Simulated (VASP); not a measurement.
Set up this calculation in VASP 6.6.1, as the native input.

```yaml
Task: single point
Functional: PBE
Potentials_or_basis: VASP PAW PBE potentials, release 64 (Sr_sv, O)
Cutoff: 600 eV
k_mesh: 6 × 6 × 6
Occupations: gaussian, width 0.05 eV
Spin: no spin polarisation
Dipole_correction: no
Further_INCAR_settings: ALGO = Normal; EDIFF = 1e-06; NBANDS = 15
```

The structure of SrO lies in POSCAR:

```
SrO
1.0
    0.0000000000      2.6176260000      2.4666474433
    2.6176260000      0.0000000000      2.4666474433
    2.6176260000      2.6176260000      0.0000000000
Sr O
1 1
Direct
    0.5000000000      0.5000000000      0.5000000000
    0.0000000000      0.0000000000      0.0000000000
```

These files were run (other wordings do the same):

INCAR

```
PREC = Accurate ; ENCUT = 600
EDIFF = 1E-6 ; ISMEAR = 0
SIGMA = 0.05 ; LREAL = F
LASPH = T ; NELM = 120
ALGO = Normal ; ISIF = 2
LWAVE = F ; LCHARG = T
GGA = PE ; LELF = T
LVHAR = T ; NBANDS = 15
GGA_COMPAT = F
```

KPOINTS

```
regular mesh
0
Gamma
  6 6 6
```

Potentials or basis: VASP PAW PBE potentials, release 64 (Sr_sv, O).

Launch:

```bash
$ cat potpaw_PBE.64/Sr_sv/POTCAR potpaw_PBE.64/O/POTCAR > POTCAR
$ mpirun -np 1 vasp_std > vasp.out
```

Results of the run:

```
Pressure               : 4.6 GPa
Band gap on the k mesh : 2.95 eV, indirect (least direct gap 3.24 eV)
```

Wall time 40 s on 1 thread of Intel Xeon 8259CL (shared host), peak memory 0.18 GiB.
